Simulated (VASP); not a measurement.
# Pd in VASP: notebook

The runs below take Pd through single point, with LDA.

Program: VASP 6.6.1. These are calculated values, not measurements. Logs are shortened: lines on timing, memory, paths and dates and some standing lists are left out, and cuts for length are marked.

### 1 The cell of the first run

The cell holds a slab with vacuum, 10 atoms: a = 2.715 Å, b = 3.839 Å, c = 27.215 Å, α = 90.00°, β = 90.00°, γ = 90.00°.

### 2 Single point, LDA

Contents of INCAR:

```
  PREC = Accurate
  ENCUT = 520
  EDIFF = 1E-6
  ISMEAR = 0
  SIGMA = 0.1
  LREAL = False
  LASPH = True
  NELM = 100
  ALGO = Normal
  ISIF = 2
  LWAVE = False
  LCHARG = False
  LDIPOL = True
  IDIPOL = 3
  DIPOL = 0.5 0.5 0.500
  NBANDS = 61
```

Contents of KPOINTS:

```
Automatic mesh
0
Gamma
  13 9 1
```

Contents of POSCAR:

```
Pd
1.0
    2.7145474440      0.0000000000      0.0000000000
    0.0000000000      3.8389498110      0.0000000000
    0.0000000000      0.0000000000     27.2154634978
Pd
10
Direct
    0.5000000000      0.5000000000      0.2755786247
    0.0000000000      0.0000000000      0.3254500414
    0.5000000000      0.5000000000      0.3753214581
    0.0000000000      0.0000000000      0.4251928749
    0.5000000000      0.5000000000      0.4750642916
    0.0000000000      0.0000000000      0.5249357084
    0.5000000000      0.5000000000      0.5748071251
    0.0000000000      0.0000000000      0.6246785419
    0.5000000000      0.5000000000      0.6745499586
    0.0000000000      0.0000000000      0.7244213753
```

Potentials or basis: VASP PAW LDA potentials, release 64 (Pd).

Launch:

```console
> cat potpaw_LDA.64/Pd/POTCAR > POTCAR
> mpirun -np 1 vasp_std > vasp.out
```

OUTCAR:

```text
PREC = Accurate
   ENCUT = 520
   EDIFF = 1E-6
   ISMEAR = 0
   LREAL = False
   LASPH = True
   NELM = 100
   ISIF = 2

 ion  position               nearest neighbor table
   1  0.500  0.500  0.276-   3 2.71   2 2.71   2 2.71   2 2.71   2 2.71
   2  0.000  0.000  0.325-   3 2.71   3 2.71   3 2.71   3 2.71   1 2.71   1 2.71   1 2.71   1 2.71
                             4 2.71
   3  0.500  0.500  0.375-   1 2.71   2 2.71   2 2.71   2 2.71   2 2.71   5 2.71   4 2.71   4 2.71
                             4 2.71   4 2.71
   4  0.000  0.000  0.425-   5 2.71   5 2.71   5 2.71   5 2.71   2 2.71   6 2.71   3 2.71   3 2.71
                             3 2.71   3 2.71
   5  0.500  0.500  0.475-   4 2.71   4 2.71   4 2.71   4 2.71   7 2.71   3 2.71   6 2.71   6 2.71
                             6 2.71   6 2.71
   6  0.000  0.000  0.525-   7 2.71   7 2.71   7 2.71   7 2.71   8 2.71   4 2.71   5 2.71   5 2.71
                             5 2.71   5 2.71
   7  0.500  0.500  0.575-   6 2.71   6 2.71   6 2.71   6 2.71   9 2.71   5 2.71   8 2.71   8 2.71
                             8 2.71   8 2.71
   8  0.000  0.000  0.625-  10 2.71   9 2.71   9 2.71   9 2.71   9 2.71   6 2.71   7 2.71   7 2.71
                             7 2.71   7 2.71
   9  0.500  0.500  0.675-   8 2.71   8 2.71   8 2.71   8 2.71  10 2.71  10 2.71  10 2.71  10 2.71
                             7 2.71
  10  0.000  0.000  0.724-   8 2.71   9 2.71   9 2.71   9 2.71   9 2.71

  LATTYP: Found a simple orthorhombic cell.
 ALAT       =     2.7145474440
 B/A-ratio  =     1.4142135624
 C/A-ratio  =    10.0257829562

  Lattice vectors:

 A1 = (   2.7145474440,   0.0000000000,   0.0000000000)
 A2 = (   0.0000000000,   3.8389498110,   0.0000000000)
 A3 = (   0.0000000000,   0.0000000000,  27.2154634978)

Analysis of symmetry for initial positions (statically):
=====================================================================
 Subroutine PRICEL returns:
 Original cell was already a primitive cell.

 Routine SETGRP: Setting up the symmetry group for a
 simple orthorhombic supercell.

 Subroutine GETGRP returns: Found  8 space group operations
 (whereof  4 operations were pure point group operations)
 out of a pool of  8 trial point group operations.

The static configuration has the point symmetry C_2v.
 The point group associated with its full space group is D_2h.

Analysis of symmetry for dynamics (positions and initial velocities):
=====================================================================
 Subroutine PRICEL returns:
 Original cell was already a primitive cell.

[... 143 lines left out ...]
     AMIX     =   0.40;   BMIX     =  1.00
     AMIX_MAG =   1.60;   BMIX_MAG =  1.00
  volume/ion in A,a.u.               =      28.36       191.39
  Fermi-wavevector in a.u.,A,eV,Ry     =   1.156555  2.185572 18.199418  1.337619
  Thomas-Fermi vector in A             =   2.293174
   LORBIT       =      0    0 simple, 1 ext, 2 COOP (PROOUT), +10 PAW based schemes
   GGA     = CA    functional components
   LHFCALC =     F    Hartree Fock is set to
   AEXX    =    0.0000 exact exchange contribution
   IVDW    =     0    specifies the selected vdW correction
   LEPSILON=     F    determine dielectric tensor
   LRPA    =     F    only Hartree local field effects (RPA)
 non-spin polarized calculation
 Gauss-broadening in eV      SIGMA  =   0.10
  energy-cutoff  :      520.00
  volume of cell :      283.61
 maximum number of plane-waves:      7698
   NGX = 11   NGY = 15   NGZ =101

 number of electron     100.0000000 magnetization

 dipolmoment           0.000000      0.000000      0.000000 electrons x Angstroem

 number of electron      99.9999998 magnetization

 dipolmoment           0.000000      0.000000     -0.000000 electrons x Angstroem

 Free energy of the ion-electron system (eV)
  ---------------------------------------------------
  ext. energy  EPLUGINS =         0.00000000
  ---------------------------------------------------
  free energy    TOTEN  =       -62.04764281 eV

  energy without entropy =      -61.92752367  energy(sigma->0) =      -61.98758324

 E-fermi :   2.5078     XC(G=0):  -7.6354

 val. band max:        2.5049829812   @ k =   0.0000   0.2222   0.0000
 cond. band min:       2.5088762554   @ k =   0.3077   0.2222   0.0000
 fundamental gap:      0.0038932743
 Fermi energy:         2.5077741758

 k-point     1 :       0.0000    0.0000    0.0000
  band No.  band energies     occupation
      1      -4.8240      2.00000
      2      -4.1670      2.00000
      3      -3.2534      2.00000
      4      -3.1450      2.00000
      5      -2.8334      2.00000
      6      -2.8144      2.00000
[... 1525 lines left out ...]
     60       6.5043      0.00000
     61       6.8717      0.00000

 [... further k-points ...]

------------------------ aborting loop because EDIFF is reached ----------------------------------------

 vacuum level on the upper side and lower side of the slab       (xc-potential included)        -0.179        -0.179

  FORCE on cell =-STRESS in cart. coord.  units (eV):
  Direction    XX          YY          ZZ          XY          YZ          ZX
  --------------------------------------------------------------------------------------
  -------------------------------------------------------------------------------------
  Total       -4.7144272     -3.8751435     -1.5076990      0.0000000      0.0000000      0.0000000
  in kB      -26.6326211    -21.8913613     -8.5172547      0.0000000      0.0000000      0.0000000
  external PRESSURE =     -19.0137457 kB  Pullay stress =       0.0000000 kB

 VOLUME and BASIS-vectors are now :
 -----------------------------------------------------------------------------
  energy-cutoff  :      520.00
  volume of cell :      283.61
      direct lattice vectors                 reciprocal lattice vectors
     2.714547444  0.000000000  0.000000000     0.368385530  0.000000000  0.000000000
     0.000000000  3.838949811  0.000000000     0.000000000  0.260487907  0.000000000
     0.000000000  0.000000000 27.215463498     0.000000000  0.000000000  0.036743817

 POSITION                                       TOTAL-FORCE (eV/Angst)
 -----------------------------------------------------------------------------------
      1.35727      1.91947      7.50000         0.000000      0.000000      0.583161
      0.00000      0.00000      8.85727         0.000000      0.000000     -0.565888
      1.35727      1.91947     10.21455         0.000000      0.000000     -0.083728
      0.00000      0.00000     11.57182         0.000000      0.000000      0.077087
      1.35727      1.91947     12.92909         0.000000      0.000000     -0.043787
      0.00000      0.00000     14.28637         0.000000      0.000000      0.043787
      1.35727      1.91947     15.64364         0.000000      0.000000     -0.077087
      0.00000      0.00000     17.00092         0.000000      0.000000      0.083728
      1.35727      1.91947     18.35819         0.000000      0.000000      0.565888
      0.00000      0.00000     19.71546         0.000000      0.000000     -0.583161
 -----------------------------------------------------------------------------------
    total drift:                               -0.000000      0.000000     -0.000000

  FREE ENERGIE OF THE ION-ELECTRON SYSTEM (eV)
  ---------------------------------------------------
  free  energy   TOTEN  =       -62.0476428098 eV

  energy  without entropy=      -61.9275236659  energy(sigma->0) =      -61.98758324

 vacuum level on the upper side and lower side of the slab         7.616         7.616
```

stdout:

```text
POSCAR found type information on POSCAR Pd
 POSCAR found :  1 types and      10 ions
 scaLAPACK will be used
 LDA part: xc-table for (Slater(with rela. corr.)+CA(PZ))
 , standard interpolation
 POSCAR, INCAR and KPOINTS ok, starting setup
 FFT: planning ... GRIDC
 FFT: planning ... GRID_SOFT
 FFT: planning ... GRID
 WAVECAR not read
 entering main loop
```

It took 13 min on 1 thread of Intel Xeon Platinum 8488C (Sapphire Rapids), shared host; peak memory 0.53 GiB.

Results:

* Free energy: -62.0476 eV
* Largest force: 0.583 eV/Å
* Band gap on the k mesh: zero (band 50 reaches 2.79 eV, above the bottom of band 51 at 2.33 eV)

Forces on the atoms (eV/Å):
```
Pd   0.000  0.000  0.583
Pd   0.000  0.000 -0.566
Pd   0.000  0.000 -0.084
Pd   0.000  0.000  0.077
Pd   0.000  0.000 -0.044
Pd   0.000  0.000  0.044
Pd   0.000  0.000 -0.077
Pd   0.000  0.000  0.084
Pd   0.000  0.000  0.566
Pd   0.000  0.000 -0.583
```

Levels at points of the mesh, in eV from the Fermi level:
```
           k point  band 48  band 49  band 50  band 51  band 52  band 53  band 54  band 55
(0.00, 0.00, 0.00)    -0.36    -0.27    -0.07    -0.06     0.03     0.19     0.29     0.44
```

### 3 Single point, LDA

Contents of INCAR:

```
SYSTEM = Pd
  ALGO = Normal
  DIPOL = 0.5 0.5 0.500
  EDIFF = 1E-6
  ENCUT = 520
  GGA = CA
  IDIPOL = 3
  ISIF = 2
  ISMEAR = 0
  LASPH = .True.
  LCHARG = .False.
  LDIPOL = .True.
  LREAL = .False.
  LWAVE = .False.
  NBANDS = 61
  NELM = 100
  PREC = Accurate
  SIGMA = 0.1
```

Contents of KPOINTS:

```
k-points
0
Gamma
  13 9 1
  0 0 0
```

Contents of POSCAR:

```
Pd
1.0
    2.7145474440      0.0000000000      0.0000000000
    0.0000000000      3.8389498110      0.0000000000
    0.0000000000      0.0000000000     27.2154634978
Pd
10
Direct
    0.5000000000      0.5000000000      0.2788592214
    0.0000000000      0.0000000000      0.3238810194
    0.5000000000      0.5000000000      0.3758002630
    0.0000000000      0.0000000000      0.4252682162
    0.5000000000      0.5000000000      0.4749554864
    0.0000000000      0.0000000000      0.5250445089
    0.5000000000      0.5000000000      0.5747317945
    0.0000000000      0.0000000000      0.6241997215
    0.5000000000      0.5000000000      0.6761190070
    0.0000000000      0.0000000000      0.7211407615
```

Potentials or basis: VASP PAW LDA potentials, release 64 (Pd).

Launch:

```console
> cat potpaw_LDA.64/Pd/POTCAR > POTCAR
> mpirun -np 1 vasp_std > vasp.out
```

It took 13 min on 1 thread of Intel Xeon Platinum 8488C (Sapphire Rapids), shared host; peak memory 0.54 GiB.

The run converged. Its results:

* Free energy: -62.1230 eV
* Largest force: 0.011 eV/Å
* Band gap on the k mesh: zero (band 50 reaches 2.82 eV, above the bottom of band 51 at 2.33 eV)

Forces on the atoms (eV/Å):
```
Pd   0.000  0.000 -0.011
Pd   0.000  0.000 -0.004
Pd   0.000  0.000 -0.005
Pd   0.000  0.000  0.000
Pd   0.000  0.000  0.004
Pd   0.000  0.000 -0.004
Pd   0.000  0.000  0.000
Pd   0.000  0.000  0.005
Pd   0.000  0.000  0.004
Pd   0.000  0.000  0.011
```

Levels at points of the mesh, in eV from the Fermi level:
| k point | band 48 | band 49 | band 50 | band 51 | band 52 | band 53 | band 54 | band 55 |
| --- | --- | --- | --- | --- | --- | --- | --- | --- |
| (0.00, 0.00, 0.00) | -0.37 | -0.33 | -0.10 | -0.02 | -0.02 | 0.23 | 0.31 | 0.48 |
